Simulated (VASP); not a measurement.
# LiTi12O24 (a cell with a defect) in VASP: notebook, part 2 of 3

VASP 6.6.1. The steps go on from the part before.

### 3 Single point, PBE

INCAR

```
ALGO = Normal ; EDIFF = 1E-6
ENCUT = 520 ; GGA = PE
ISIF = 2 ; ISMEAR = 0
LASPH = True ; LCHARG = True
LELF = True ; LREAL = Auto
LVHAR = True ; LWAVE = False
NBANDS = 170 ; NELECT = 290.0
NELM = 100 ; PREC = Accurate
SIGMA = 0.02
```

KPOINTS

```
Automatic mesh
0
Gamma
  2 2 2
  0.5 0.5 0.5
```

POSCAR

```
LiTi12O24
1.0
   -4.6433174325     -4.6433174325      0.0000000000
   -4.6433174325      4.6433174325      0.0000000000
    0.0000000000      0.0000000000     -8.8916049598
Ti O Li
12 24 1
Direct
    0.0017317360      0.5178362313      0.3381522249
    0.0193710642      0.5111472637      0.0080531018
   -0.0166986214      0.4877103564      0.6678060965
    0.4982681097     -0.0178445694      0.3381514376
    0.4806235052     -0.0111451566      0.0080527644
    0.5166992210      0.0122816286      0.6678056467
    0.4894079574      0.4929332386      0.4954613953
    0.5156852907      0.4802675097      0.1637982126
    0.4826268143      0.5297179303      0.8265773202
    0.0105924268      0.0070555159      0.4954583587
   -0.0156892138      0.0197324437      0.1637960758
    0.0173704471     -0.0297193767      0.8265748460
    0.8055417391      0.4994978340      0.4994904767
    0.8081705708      0.5021382953      0.1655798932
    0.8043091075      0.5108344485      0.8334163555
    0.3048040589      0.0062431657      0.5000957667
    0.3015701641      0.0031873763      0.1687985473
    0.3057790084     -0.0036478230      0.8325428349
   -0.0070456092      0.1923973566      0.6723698395
   -0.0038476801      0.1960994511      0.3328422724
   -0.0081937108      0.1977609787      0.9961585158
    0.4955536712      0.6981881052      0.6612113366
    0.4996668941      0.6925042379      0.3342668746
    0.4935359327      0.6939758151      1.0035251274
    0.0003307980      0.8074918535      0.3342670995
    0.0064616517      0.8060229684      0.0035251229
    0.0044443440      0.8018083093      0.6612112241
    0.5038449415      0.3038975949      0.3328418225
    0.5081912952      0.3022372518     -0.0038417136
    0.5070434090      0.3075995817      0.6723692772
    0.1951939563      0.4937529112      0.5000957667
    0.1984268819      0.4968096697      0.1687980974
    0.1942188991      0.5036452997      0.8325432848
    0.6944561829      0.0004984583      0.4994903642
    0.6918265974     -0.0021408185      0.1655797808
    0.6956893529     -0.0108369718      0.8334163555
    0.7499989072      0.2499986307      0.8887561960
```

Potentials or basis: VASP PAW PBE potentials, release 64 (Ti_sv, O, Li_sv).

Started as:

```sh
> cat potpaw_PBE.64/Ti_sv/POTCAR potpaw_PBE.64/O/POTCAR potpaw_PBE.64/Li_sv/POTCAR > POTCAR
> mpirun -np 1 vasp_std > vasp.out
```

OUTCAR:

```text
EDIFF = 1E-6
   ENCUT = 520
   GGA = PE
   ISIF = 2
   ISMEAR = 0
   LASPH = True
   LREAL = Auto
   NELECT = 290.0
   NELM = 100
   PREC = Accurate

 ion  position               nearest neighbor table
   1  0.002  0.518  0.338-  25 1.90  31 1.93  13 1.93  32 1.99  14 2.00  20 2.11
   2  0.019  0.511  0.008-  32 1.85  33 1.94  26 1.94  14 1.97  21 2.07  15 2.10  37 2.68
   3  0.983  0.488  0.668-  15 1.89  13 1.90  19 1.94  33 2.02  31 2.04  27 2.07
   4  0.498  0.982  0.338-  23 1.90  16 1.93  34 1.93  17 1.99  35 2.00  28 2.11
   5  0.481  0.989  0.008-  17 1.85  18 1.94  24 1.94  35 1.97  29 2.07  36 2.10  37 2.68
   6  0.517  0.012  0.668-  36 1.89  34 1.90  30 1.94  18 2.02  16 2.04  22 2.07
   7  0.489  0.493  0.495-  28 1.91  31 1.93  23 1.94  30 1.99  22 2.00  13 2.08
   8  0.516  0.480  0.164-  29 1.89  28 1.90  14 1.93  24 2.01  23 2.06  32 2.09
   9  0.483  0.530  0.827-  22 1.84  33 1.90  24 1.91  30 2.01  15 2.12  29 2.13  37 2.60
  10  0.011  0.007  0.495-  20 1.91  16 1.93  25 1.94  19 1.99  27 2.00  34 2.08
  11  0.984  0.020  0.164-  21 1.89  20 1.90  35 1.93  26 2.01  25 2.06  17 2.09
  12  0.017  0.970  0.827-  27 1.84  18 1.90  26 1.91  19 2.01  36 2.12  21 2.13  37 2.60
  13  0.806  0.499  0.499-   3 1.90   1 1.93   7 2.08
  14  0.808  0.502  0.166-   8 1.93   2 1.97   1 2.00
  15  0.804  0.511  0.833-  37 1.82   3 1.89   2 2.10   9 2.12
  16  0.305  0.006  0.500-   4 1.93  10 1.93   6 2.04
  17  0.302  0.003  0.169-   5 1.85   4 1.99  11 2.09
[... 4 lines left out ...]
  22  0.496  0.698  0.661-   9 1.84   7 2.00   6 2.07
  23  0.500  0.693  0.334-   4 1.90   7 1.94   8 2.06
  24  0.494  0.694  0.004-   9 1.91   5 1.94   8 2.01
  25  0.000  0.807  0.334-   1 1.90  10 1.94  11 2.06
  26  0.006  0.806  0.004-  12 1.91   2 1.94  11 2.01
  27  0.004  0.802  0.661-  12 1.84  10 2.00   3 2.07
  28  0.504  0.304  0.333-   8 1.90   7 1.91   4 2.11
  29  0.508  0.302  0.996-  37 1.88   8 1.89   5 2.07   9 2.13
  30  0.507  0.308  0.672-   6 1.94   7 1.99   9 2.01
  31  0.195  0.494  0.500-   1 1.93   7 1.93   3 2.04
  32  0.198  0.497  0.169-   2 1.85   1 1.99   8 2.09
  33  0.194  0.504  0.833-   9 1.90   2 1.94   3 2.02
  34  0.694  0.000  0.499-   6 1.90   4 1.93  10 2.08
  35  0.692  0.998  0.166-  11 1.93   5 1.97   4 2.00
  36  0.696  0.989  0.833-  37 1.82   6 1.89   5 2.10  12 2.12
  37  0.750  0.250  0.889-  36 1.82  15 1.82  21 1.88  29 1.88  12 2.60   9 2.60   5 2.68   2 2.68

  LATTYP: Found a simple tetragonal cell.
 ALAT       =     6.5666424874
 C/A-ratio  =     1.3540565025

  Lattice vectors:

 A1 = (  -4.6433174325,  -4.6433174325,   0.0000000000)
 A2 = (  -4.6433174325,   4.6433174325,   0.0000000000)
 A3 = (   0.0000000000,   0.0000000000,  -8.8916049598)

Analysis of symmetry for initial positions (statically):
=====================================================================
 Subroutine PRICEL returns:
 Original cell was already a primitive cell.

 Routine SETGRP: Setting up the symmetry group for a
 simple tetragonal supercell.

 Subroutine GETGRP returns: Found  2 space group operations
 (whereof  1 operations were pure point group operations)
 out of a pool of 16 trial point group operations.

The static configuration has the point symmetry C_1 .
 The point group associated with its full space group is C_2 .

Analysis of symmetry for dynamics (positions and initial velocities):
=====================================================================
 Subroutine PRICEL returns:
 Original cell was already a primitive cell.
[... 139 lines left out ...]
   number of dos      NEDOS =    301   number of ions     NIONS =     37
   total plane-waves  NPLWV = 175000
   dimension x,y,z NGX =    50 NGY =   50 NGZ =   70
   dimension x,y,z NGXF=   100 NGYF=  100 NGZF=  140
   ions per type =              12  24   1
   NGX,Y,Z   is equivalent  to a cutoff of  12.66, 12.66, 13.09 a.u.
   NGXF,Y,Z  is equivalent  to a cutoff of  25.32, 25.32, 26.18 a.u.
 SYSTEM =  unknown system
   PREC   = accura    normal or accurate (medium, high low for compatibility)
   ISTART =      0    job   : 0-new  1-cont  2-samecut
   ICHARG =      2    charge: 1-file 2-atom 10-const
   ISPIN  =      1    spin polarized calculation?
   LNONCOLLINEAR =      F non collinear calculations
   LSORBIT =      F    spin-orbit coupling
   LASPH  =      T    aspherical Exc in radial PAW
   ENCUT  =  520.0 eV  38.22 Ry    6.18 a.u.  12.21 12.21 16.53*2*pi/ulx,y,z
   NELM   =    100;   NELMIN=  2; NELMDL= -5     # of ELM steps
   EDIFF  = 0.1E-05   stopping-criterion for ELM
   LREAL  =      T    real-space projection
   EDIFFG = 0.1E-04   stopping-criterion for IOM
   NSW    =      0    number of steps for IOM
[... 5 lines left out ...]
   TEBEG  =    0.0;   TEEND  =   0.0 temperature during run
   PSTRESS=    0.0 pullay stress
   NELECT =     290.0000    total number of electrons
   NUPDOWN=      -1.0000    fix difference up-down
   EMIN   =  10.00;   EMAX   =-10.00  energy-range for DOS
   EFERMI =   0.00;   METHOD = LEGACY
   ISMEAR =     0;   SIGMA  =   0.02  broadening in eV -4-tet -1-fermi 0-gaus
   EFERMI_NEDOS =   21; number of points for ismear=-14 and -15
   IALGO  =     38    algorithm
   IMIX   =      4    mixing-type and parameters
     AMIX     =   0.40;   BMIX     =  1.00
     AMIX_MAG =   1.60;   BMIX_MAG =  1.00
  volume/ion in A,a.u.               =      10.36        69.93
  Fermi-wavevector in a.u.,A,eV,Ry     =   1.491598  2.818712 30.271130  2.224865
  Thomas-Fermi vector in A             =   2.604233
   LORBIT       =      0    0 simple, 1 ext, 2 COOP (PROOUT), +10 PAW based schemes
   GGA     = PE    functional components
   LHFCALC =     F    Hartree Fock is set to
   AEXX    =    0.0000 exact exchange contribution
   IVDW    =     0    specifies the selected vdW correction
   LEPSILON=     F    determine dielectric tensor
   LRPA    =     F    only Hartree local field effects (RPA)
 non-spin polarized calculation
 Gauss-broadening in eV      SIGMA  =   0.02
  energy-cutoff  :      520.00
  volume of cell :      383.41
 maximum number of plane-waves:     10322
 NGX is ok and might be reduce to    50
   NGX = 25   NGY = 25   NGZ = 33

 number of electron     289.9999954 magnetization

 Free energy of the ion-electron system (eV)
  ---------------------------------------------------
  ext. energy  EPLUGINS =         0.00000000
  ---------------------------------------------------
  free energy    TOTEN  =      -332.13231797 eV

  energy without entropy =     -332.13231797  energy(sigma->0) =     -332.13231797

 E-fermi :   4.5962     XC(G=0): -11.3233

 val. band max:        4.4231289634   @ k =  -0.2500   0.2500   0.2500
 cond. band min:       6.9415468889   @ k =   0.2500   0.2500   0.2500
 fundamental gap:      2.5184179255
 Fermi energy:         4.5962000500

 k-point     1 :       0.2500    0.2500    0.2500
  band No.  band energies     occupation
      1     -52.1650      2.00000
      2     -52.1641      2.00000
      3     -52.1402      2.00000
      4     -52.1399      2.00000
      5     -52.1293      2.00000
      6     -52.1289      2.00000
[... 149 lines left out ...]
    156       7.4279      0.00000
    157       7.4845      0.00000

 k-point     2 :      -0.2500    0.2500    0.2500
  band No.  band energies     occupation
      1     -52.1650      2.00000
      2     -52.1641      2.00000
      3     -52.1402      2.00000
      4     -52.1400      2.00000
      5     -52.1292      2.00000
      6     -52.1289      2.00000
[... 149 lines left out ...]
    156       7.4396      0.00000
    157       7.4808      0.00000
 [bands above 157 left out]

------------------------ aborting loop because EDIFF is reached ----------------------------------------

  FORCE on cell =-STRESS in cart. coord.  units (eV):
  Direction    XX          YY          ZZ          XY          YZ          ZX
  --------------------------------------------------------------------------------------
  -------------------------------------------------------------------------------------
  Total       -0.6050293     -3.0440729     -1.7652382     -0.4302265      0.0000000      0.0000000
  in kB       -2.5282503    -12.7203403     -7.3764431     -1.7977976      0.0000000      0.0000000
  external PRESSURE =      -7.5416779 kB  Pullay stress =       0.0000000 kB

 VOLUME and BASIS-vectors are now :
 -----------------------------------------------------------------------------
  energy-cutoff  :      520.00
  volume of cell :      383.41
      direct lattice vectors                 reciprocal lattice vectors
    -4.643317432 -4.643317432  0.000000000    -0.107681632 -0.107681632  0.000000000
    -4.643317432  4.643317432  0.000000000    -0.107681632  0.107681632  0.000000000
     0.000000000  0.000000000 -8.891604960     0.000000000  0.000000000 -0.112465635

 POSITION                                       TOTAL-FORCE (eV/Angst)
 -----------------------------------------------------------------------------------
     -2.41252      2.39644     -3.00672         0.033689     -0.031183      0.008712
     -2.46337      2.28347     -0.07160         0.020972      0.015930      0.041202
     -6.83037     -2.30119     -5.93787        -0.046679     -0.011042     -0.002171
     -6.87408      2.24684     -3.00671        -0.033689      0.031183      0.008712
     -6.82325      2.35988     -0.07160        -0.020972     -0.015930      0.041202
     -2.45623     -2.34217     -5.93786         0.046679      0.011042     -0.002171
[... 29 lines left out ...]
     -7.82330      1.36269     -7.41041        -0.008823     -0.041390     -0.028745
     -4.64331     -2.32166     -7.90247         0.000000     -0.000000     -0.023274
 -----------------------------------------------------------------------------------
    total drift:                               -0.096291      0.114373      0.002532

  FREE ENERGIE OF THE ION-ELECTRON SYSTEM (eV)
  ---------------------------------------------------
  free  energy   TOTEN  =      -332.1323179748 eV

  energy  without entropy=     -332.1323179748  energy(sigma->0) =     -332.13231797
```

Run time: 5.5 min. Hardware: 1 thread of Intel Xeon Platinum 8259CL at 2.50GHz (Skylake/Cascade Lake), shared host; peak memory 0.45 GiB.

What came out:

- Free energy: -332.1323 eV
- Largest force: 0.089 eV/Å

Forces on the atoms (eV/Å):
```
Ti   0.034 -0.031  0.009
Ti   0.021  0.016  0.041
Ti  -0.047 -0.011 -0.002
Ti  -0.034  0.031  0.009
Ti  -0.021 -0.016  0.041
Ti   0.047  0.011 -0.002
Ti  -0.026 -0.008 -0.022
Ti  -0.008  0.053  0.014
Ti   0.006 -0.084 -0.030
Ti   0.026  0.008 -0.022
Ti   0.008 -0.053  0.014
Ti  -0.006  0.084 -0.030
O    0.047  0.042  0.010
O    0.007 -0.002  0.008
O    0.009  0.041 -0.029
O    0.002 -0.001 -0.016
O    0.038  0.040 -0.039
O   -0.008 -0.004  0.023
O    0.002 -0.009 -0.008
O   -0.054  0.050 -0.004
O   -0.036  0.004  0.018
O   -0.050  0.044  0.041
O   -0.001 -0.009  0.022
O   -0.008  0.012 -0.022
O    0.001  0.009  0.022
O    0.008 -0.012 -0.022
O    0.050 -0.044  0.041
O    0.054 -0.050 -0.004
O    0.036 -0.004  0.018
O   -0.002  0.009 -0.008
O   -0.002  0.001 -0.016
O   -0.038 -0.040 -0.039
O    0.008  0.004  0.023
O   -0.047 -0.042  0.010
O   -0.007  0.002  0.008
O   -0.009 -0.041 -0.029
Li   0.000  0.000 -0.023
```

Caveat: the cell carries a net charge on a neutralising background, which shifts energy and pressure; the cell is charged against a uniform background, so pressure and absolute levels hang on convention; the cutoff is under 1.25 times the usual one of these potentials, so pressure, stress and relaxed cells hold a basis-set (Pulay) error.

(Continued in part 3 of 3.)
